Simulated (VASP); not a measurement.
Set up this calculation in VASP 6.6.1, as the native input.

* Task: relaxation of cell and atoms
* Functional: BLYP
* Dispersion: D3(BJ)
* Potentials or basis: VASP PAW PBE potentials, release 64 (Pb_d, Te)
* Cutoff: 600 eV
* k mesh: 7 × 7 × 7
* Occupations: fermi-dirac, width 0.05 eV
* Spin: no spin polarisation
* Dipole correction: no
* Further INCAR settings: ALGO = Normal; EDIFF = 1e-07; IBRION = 2; EDIFFG = -0.01; NSW = 60; ISIF = 3

The structure of TePb lies in POSCAR:

```
TePb
1.0
    4.0022870000      0.0000000000      0.0000000000
    0.0000000000      4.0022870000      0.0000000000
    0.0000000000      0.0000000000      4.0022870000
Pb Te
1 1
Direct
    0.0000000000      0.0000000000      0.0000000000
    0.5000000000      0.5000000000      0.5000000000
```

These files were run (other wordings do the same):

INCAR

```
PREC = Accurate
ENCUT = 600
EDIFF = 1E-7
ISMEAR = -1
SIGMA = 0.05
LREAL = F
LASPH = T
NELM = 60
ALGO = Normal
ISIF = 3
LWAVE = F
LCHARG = F
GGA = B5
ALDAX = 1.0
AGGAX = 1.0
AGGAC = 1.0
ALDAC = 0.0
IVDW = 12
VDW_S6 = 1.0
VDW_S8 = 2.6996
VDW_A1 = 0.4298
VDW_A2 = 4.2359
IBRION = 2
NSW = 60
EDIFFG = -0.01
```

KPOINTS

```
regular mesh
0
Gamma
  7 7 7
```

Potentials or basis: VASP PAW PBE potentials, release 64 (Pb_d, Te).

The run is started by

```bash
$ cat potpaw_PBE.64/Pb_d/POTCAR potpaw_PBE.64/Te/POTCAR > POTCAR
$ mpirun -np 1 vasp_std > vasp.out
```

It gave:

| Property | Result |
| --- | --- |
| Relaxed volume | 33.92 Å³/atom |
| Relaxed cell | a = 4.078 Å, b = 4.078 Å, c = 4.078 Å, α = 90.00°, β = 90.00°, γ = 90.00° |
| Space group after relaxing (to 0.1 Å) | Pm-3m (No. 221) |
| Energy gained by relaxing | 36.6 meV/atom |
| Ionic steps | 5 |
| Pressure after relaxing | 0.0 GPa |
| Band gap on the k mesh | zero (bands 10 and 11 overlap by 0.58 eV) |
| Dispersion energy per atom | -1.019 eV |

Caveat: semilocal functionals underestimate gaps, so a narrow gap can read as zero; the PAW data sets were made with another functional, which shifts forces and pressure a little; spin-orbit coupling is left out, which moves the levels of the heavy elements.

Wall time 2.5 min on 1 thread of Intel Xeon 8259CL, on a shared host, peak memory 0.21 GiB.
